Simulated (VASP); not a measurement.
# Nb (Fm-3m) in VASP: a series of runs

The runs below take Nb through single point, with PBE.

All numbers are computed with VASP 6.6.1; they aren't measurements. Logs are shortened: lines on timing, memory, paths and dates and some standing lists are left out, and cuts for length are marked.

## Step 1: The cell of the first run

The structure is cubic, space group Fm-3m (No. 225). The conventional cell has a = 4.301 Å, b = 4.301 Å, c = 4.301 Å, α = 90.00°, β = 90.00°, γ = 90.00°. Within 4.0 Å of Nb (site symmetry m-3m) lie 12 Nb at 3.04 Å.

## Step 2: Single point, PBE

Contents of INCAR:

```
SYSTEM = Nb
PREC     = Accurate       ! precision mode
ENCUT    = 520            ! plane-wave cutoff, eV
EDIFF    = 1E-6           ! SCF threshold, eV
ISMEAR   = -1             ! smearing method
SIGMA    = 0.06122561905347299 ! smearing width, eV
LREAL    = .FALSE.        ! projectors in reciprocal space
LASPH    = .TRUE.         ! aspherical terms in the spheres
NELM     = 80             ! most SCF steps
ALGO     = Normal         ! electronic algorithm
ISIF     = 2              ! what is computed and relaxed
LWAVE    = .FALSE.        ! write WAVECAR
LCHARG   = .TRUE.         ! write CHGCAR
GGA      = PE             ! functional
LELF     = .TRUE.         ! ELF
LVHAR    = .TRUE.       
NBANDS   = 12             ! bands
```

Contents of KPOINTS:

```
regular mesh
0
G
  15 15 15
  0 0 0
```

Contents of POSCAR:

```
Nb
1.0
    0.0000000000      2.1504596385      2.1504596385
    2.1504596385      0.0000000000      2.1504596385
    2.1504596385      2.1504596385      0.0000000000
Nb
1
Direct
    0.0000000000      0.0000000000      0.0000000000
```

Potentials or basis: VASP PAW PBE potentials, release 64 (Nb_sv).

On the command line:

```console
$ cat potpaw_PBE.64/Nb_sv/POTCAR > POTCAR
$ mpirun -np 1 vasp_std > vasp.out
```

OUTCAR:

```text
SYSTEM = Nb
   PREC = Accurate
   ENCUT = 520
   EDIFF = 1E-6
   ISMEAR = -1
   LREAL = .FALSE.
   LASPH = .TRUE.
   NELM = 80
   ISIF = 2
   GGA = PE

 ion  position               nearest neighbor table
   1  0.000  0.000  0.000-

  LATTYP: Found a face centered cubic cell.
 ALAT       =     4.3009192770

  Lattice vectors:

 A1 = (   0.0000000000,   2.1504596385,   2.1504596385)
 A2 = (   2.1504596385,   0.0000000000,   2.1504596385)
 A3 = (   2.1504596385,   2.1504596385,   0.0000000000)

Analysis of symmetry for initial positions (statically):
=====================================================================
 Subroutine PRICEL returns:
 Original cell was already a primitive cell.

 Routine SETGRP: Setting up the symmetry group for a
 face centered cubic supercell.

 Subroutine GETGRP returns: Found 48 space group operations
 (whereof 48 operations were pure point group operations)
 out of a pool of 48 trial point group operations.

The static configuration has the point symmetry O_h .

Analysis of symmetry for dynamics (positions and initial velocities):
=====================================================================
 Subroutine PRICEL returns:
 Original cell was already a primitive cell.

 Routine SETGRP: Setting up the symmetry group for a
 face centered cubic supercell.

 Subroutine GETGRP returns: Found 48 space group operations
 (whereof 48 operations were pure point group operations)
 out of a pool of 48 trial point group operations.

The dynamic configuration has the point symmetry O_h .

 Subroutine INISYM returns: Found 48 space group operations
 (whereof 48 operations are pure point group operations),
 and found     1 'primitive' translations

----------------------------------------------------------------------------------------

                                     Primitive cell

  volume of cell :      19.8895

  direct lattice vectors                    reciprocal lattice vectors
     0.000000000  2.150459639  2.150459639    -0.232508433  0.232508433  0.232508433
     2.150459639  0.000000000  2.150459639     0.232508433 -0.232508433  0.232508433
     2.150459639  2.150459639  0.000000000     0.232508433  0.232508433 -0.232508433

  length of vectors
     3.041209186  3.041209186  3.041209186     0.402716419  0.402716419  0.402716419

  position of ions in fractional coordinates (direct lattice)
     0.000000000  0.000000000  0.000000000

  ion indices of the primitive-cell ions
   primitive index   ion index
                 1           1

----------------------------------------------------------------------------------------

 KPOINTS: regular mesh

Automatic generation of k-mesh.
 Grid dimensions read from file:
 generate k-points for:   15   15   15

 Generating k-lattice:

  Cartesian coordinates                     Fractional coordinates (reciprocal lattice)
    -0.015500562  0.015500562  0.015500562     0.066666667  0.000000000  0.000000000
     0.015500562 -0.015500562  0.015500562     0.000000000  0.066666667  0.000000000
     0.015500562  0.015500562 -0.015500562     0.000000000  0.000000000  0.066666667

  Length of vectors
     0.026847761  0.026847761  0.026847761

  Shift w.r.t. Gamma in fractional coordinates (k-lattice)
     0.000000000  0.000000000  0.000000000

 Subroutine IBZKPT returns following result:
 ===========================================

 Found    120 irreducible k-points:

 Following reciprocal coordinates:
            Coordinates               Weight
  0.000000  0.000000  0.000000      1.000000
  0.066667  0.000000  0.000000      8.000000
  0.133333  0.000000  0.000000      8.000000
  0.200000  0.000000  0.000000      8.000000
  0.266667  0.000000  0.000000      8.000000
  0.333333  0.000000  0.000000      8.000000
[... 16 lines left out ...]
  0.133333  0.133333  0.000000      6.000000
  0.200000  0.133333  0.000000     24.000000
 [... further k-points ...]
   k-points           NKPTS =    120   k-points in BZ     NKDIM =    120   number of bands    NBANDS=     12
   number of dos      NEDOS =    301   number of ions     NIONS =      1
   total plane-waves  NPLWV =  13824
   dimension x,y,z NGX =    24 NGY =   24 NGZ =   24
   dimension x,y,z NGXF=    48 NGYF=   48 NGZF=   48
   ions per type =               1
   NGX,Y,Z   is equivalent  to a cutoff of  13.12, 13.12, 13.12 a.u.
   NGXF,Y,Z  is equivalent  to a cutoff of  26.24, 26.24, 26.24 a.u.
 SYSTEM =  Nb
   PREC   = accura    normal or accurate (medium, high low for compatibility)
   ISTART =      0    job   : 0-new  1-cont  2-samecut
   ICHARG =      2    charge: 1-file 2-atom 10-const
   ISPIN  =      1    spin polarized calculation?
   LNONCOLLINEAR =      F non collinear calculations
   LSORBIT =      F    spin-orbit coupling
   LASPH  =      T    aspherical Exc in radial PAW
   ENCUT  =  520.0 eV  38.22 Ry    6.18 a.u.   5.65  5.65  5.65*2*pi/ulx,y,z
   NELM   =     80;   NELMIN=  2; NELMDL= -5     # of ELM steps
   EDIFF  = 0.1E-05   stopping-criterion for ELM
   LREAL  =      F    real-space projection
   EDIFFG = 0.1E-04   stopping-criterion for IOM
   NSW    =      0    number of steps for IOM
   IBRION =     -1    ionic relax: 0-MD 1-quasi-New 2-CG
   NFREE  =      0    steps in history (QN), initial steepest desc. (CG)
   ISIF   =      2    stress and relaxation
   ISYM   =      2    0-nonsym 1-usesym 2-fastsym
   POTIM  = 0.5000    time-step for ionic-motion
   TEBEG  =    0.0;   TEEND  =   0.0 temperature during run
   PSTRESS=    0.0 pullay stress
   NELECT =      13.0000    total number of electrons
   NUPDOWN=      -1.0000    fix difference up-down
   EMIN   =  10.00;   EMAX   =-10.00  energy-range for DOS
   EFERMI =   0.00;   METHOD = LEGACY
   ISMEAR =    -1;   SIGMA  =   0.06  broadening in eV -4-tet -1-fermi 0-gaus
   EFERMI_NEDOS =   21; number of points for ismear=-14 and -15
   IALGO  =     38    algorithm
   IMIX   =      4    mixing-type and parameters
     AMIX     =   0.40;   BMIX     =  1.00
     AMIX_MAG =   1.60;   BMIX_MAG =  1.00
  volume/ion in A,a.u.               =      19.89       134.22
  Fermi-wavevector in a.u.,A,eV,Ry     =   1.420740  2.684810 27.463395  2.018503
  Thomas-Fermi vector in A             =   2.541624
   LORBIT       =      0    0 simple, 1 ext, 2 COOP (PROOUT), +10 PAW based schemes
   GGA     = PE    functional components
   LHFCALC =     F    Hartree Fock is set to
   AEXX    =    0.0000 exact exchange contribution
   IVDW    =     0    specifies the selected vdW correction
   LEPSILON=     F    determine dielectric tensor
   LRPA    =     F    only Hartree local field effects (RPA)
 non-spin polarized calculation
  energy-cutoff  :      520.00
  volume of cell :       19.89
 maximum number of plane-waves:       548
   NGX = 11   NGY = 11   NGZ = 11

 number of electron      12.9999999 magnetization

 Free energy of the ion-electron system (eV)
  ---------------------------------------------------
  ext. energy  EPLUGINS =         0.00000000
  ---------------------------------------------------
  free energy    TOTEN  =        -9.87005861 eV

  energy without entropy =       -9.85089068  energy(sigma->0) =       -9.86047465

 E-fermi :  10.1915     XC(G=0): -11.9999

 val. band max:       10.1851883959   @ k =  -0.4667   0.2667   0.0000
 cond. band min:      10.1941165221   @ k =   0.0667   0.0000   0.0000
 fundamental gap:      0.0089281261
 Fermi energy:        10.1914804440

 k-point     1 :       0.0000    0.0000    0.0000
  band No.  band energies     occupation
      1     -44.6930      2.00000
      2     -20.1771      2.00000
      3     -20.1771      2.00000
      4     -20.1771      2.00000
      5       4.1037      2.00000
      6      10.3123      0.24400
      7      10.3123      0.24400
      8      10.3123      0.24400
      9      12.7023      0.00000
     10      12.7023      0.00000
     11      21.9241      0.00000
     12      26.4528      0.00000

 k-point     2 :       0.0667    0.0000    0.0000
  band No.  band energies     occupation
      1     -44.6866      2.00000
      2     -20.2220      2.00000
      3     -20.1827      2.00000
      4     -20.1827      2.00000
      5       4.2589      2.00000
      6      10.1941      0.97848
      7      10.3830      0.08389
      8      10.3830      0.08389
      9      12.6422      0.00000
     10      12.6422      0.00000
     11      22.2311      0.00000
     12      25.7672      0.00000

 k-point     3 :       0.1333    0.0000    0.0000
  band No.  band energies     occupation
      1     -44.6683      2.00000
      2     -20.3478      2.00000
      3     -20.1987      2.00000
      4     -20.1987      2.00000
      5       4.6988      2.00000
      6       9.9073      1.98090
      7      10.5535      0.00539
      8      10.5535      0.00539
      9      12.5278      0.00000
     10      12.5278      0.00000
     11      23.0096      0.00000
     12      24.5551      0.00000

 k-point     4 :       0.2000    0.0000    0.0000
  band No.  band energies     occupation
      1     -44.6412      2.00000
      2     -20.5297      2.00000
      3     -20.2221      2.00000
      4     -20.2221      2.00000
      5       5.3361      2.00000
      6       9.6190      1.99983
      7      10.6831      0.00065
      8      10.6831      0.00065
      9      12.5503      0.00000
     10      12.5503      0.00000
     11      23.0116      0.00000
     12      24.3561      0.00000

 k-point     5 :       0.2667    0.0000    0.0000
  band No.  band energies     occupation
      1     -44.6100      2.00000
      2     -20.7338      2.00000
      3     -20.2489      2.00000
      4     -20.2489      2.00000
      5       5.9891      2.00000
      6       9.5546      1.99994
      7      10.6267      0.00164
      8      10.6267      0.00164
      9      12.8886      0.00000
     10      12.8886      0.00000
     11      22.0185      0.00000
     12      24.7279      0.00000
[... 228 lines left out ...]
      1     -44.6550      2.00000
      2     -20.4206      2.00000
      3     -20.2405      2.00000
      4     -20.1977      2.00000
      5       5.0228      2.00000
      6       9.6915      1.99943
      7      10.6622      0.00092
      8      10.6901      0.00058
      9      12.1730      0.00000
     10      12.7950      0.00000
     11      23.5228      0.00000
     12      24.2436      0.00000

 k-point    22 :      -0.0667    0.0667    0.0000
  band No.  band energies     occupation
      1     -44.6762      2.00000
      2     -20.2844      2.00000
      3     -20.2086      2.00000
      4     -20.1846      2.00000
      5       4.5098      2.00000
      6       9.9977      1.91898
      7      10.4847      0.01649
      8      10.5195      0.00937
      9      12.4083      0.00000
     10      12.7124      0.00000
     11      22.7108      0.00000
     12      25.1740      0.00000

 k-point    23 :       0.1333    0.1333    0.0000
  band No.  band energies     occupation
      1     -44.6601      2.00000
      2     -20.3429      2.00000
      3     -20.2363      2.00000
      4     -20.2363      2.00000
      5       4.8963      2.00000
      6       9.5894      1.99989
      7      10.7943      0.00011
      8      10.7943      0.00011
      9      11.8616      0.00000
     10      12.9563      0.00000
     11      23.4726      0.00000
     12      25.4082      0.00000

 k-point    24 :       0.2000    0.1333    0.0000
  band No.  band energies     occupation
      1     -44.6399      2.00000
      2     -20.4612      2.00000
      3     -20.2663      2.00000
      4     -20.2582      2.00000
      5       5.3796      2.00000
      6       9.2745      2.00000
      7      10.9242      0.00001
      8      11.0315      0.00000
      9      11.6768      0.00000
     10      13.0859      0.00000
     11      24.3027      0.00000
     12      24.7196      0.00000

 [... further k-points ...]
[... 5 lines left out ...]
  --------------------------------------------------------------------------------------
  -------------------------------------------------------------------------------------
  Total       -1.0996569     -1.0996569     -1.0996569      0.0000000      0.0000000     -0.0000000
  in kB      -88.5816781    -88.5816781    -88.5816781      0.0000000      0.0000000     -0.0000000
  external PRESSURE =     -88.5816781 kB  Pullay stress =       0.0000000 kB

 VOLUME and BASIS-vectors are now :
 -----------------------------------------------------------------------------
  energy-cutoff  :      520.00
  volume of cell :       19.89
      direct lattice vectors                 reciprocal lattice vectors
     0.000000000  2.150459639  2.150459639    -0.232508433  0.232508433  0.232508433
     2.150459639  0.000000000  2.150459639     0.232508433 -0.232508433  0.232508433
     2.150459639  2.150459639  0.000000000     0.232508433  0.232508433 -0.232508433

 POSITION                                       TOTAL-FORCE (eV/Angst)
 -----------------------------------------------------------------------------------
      0.00000      0.00000      0.00000         0.000000      0.000000      0.000000
 -----------------------------------------------------------------------------------
    total drift:                                0.000000      0.000000     -0.000000

  FREE ENERGIE OF THE ION-ELECTRON SYSTEM (eV)
  ---------------------------------------------------
  free  energy   TOTEN  =        -9.8700586141 eV

  energy  without entropy=       -9.8508906844  energy(sigma->0) =       -9.86047465
```

Run time: 12 s. Hardware: 1 thread of Intel Xeon Platinum 8488C (Sapphire Rapids), shared host; peak memory 0.16 GiB.

What came out:

* Free energy: -9.8701 eV
* Pressure: -8.9 GPa

(Continued in part 2 of 2.)
